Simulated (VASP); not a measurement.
The system is GaSb.

```
Ga Sb
1.0
     3.58182    0.00000    0.00000
     0.00000    3.58182    0.00000
     0.00000    0.00000    3.58182
Ga Sb
1 1
Direct
  0.00000 0.00000 0.00000
  0.50000 0.50000 0.50000
```

Base run:

* Program: VASP 6.6.1
* Functional: r2SCAN
* Potentials or basis: VASP PAW PBE potentials, release 64 (Ga_d, Sb)
* Cutoff: 520 eV
* k mesh: 8 × 8 × 8
* Occupations: fermi-dirac, width 0.02 eV
* Spin: no spin polarisation

Its results: band gap on the k mesh zero (band 9 reaches 8.89 eV, above the bottom of band 10 at 4.53 eV); pressure 0.3 GPa.

The run is repeated on the same cell with these changes: functional from r2SCAN to PBE. What comes out?

Band gap on the k mesh zero (band 9 reaches 8.93 eV, above the bottom of band 10 at 4.78 eV); pressure 1.9 GPa.

Caveats: spin-orbit coupling is left out, which moves the levels of the heavy elements; the PAW data sets were made with another functional, which shifts forces and pressure a little (some runs).
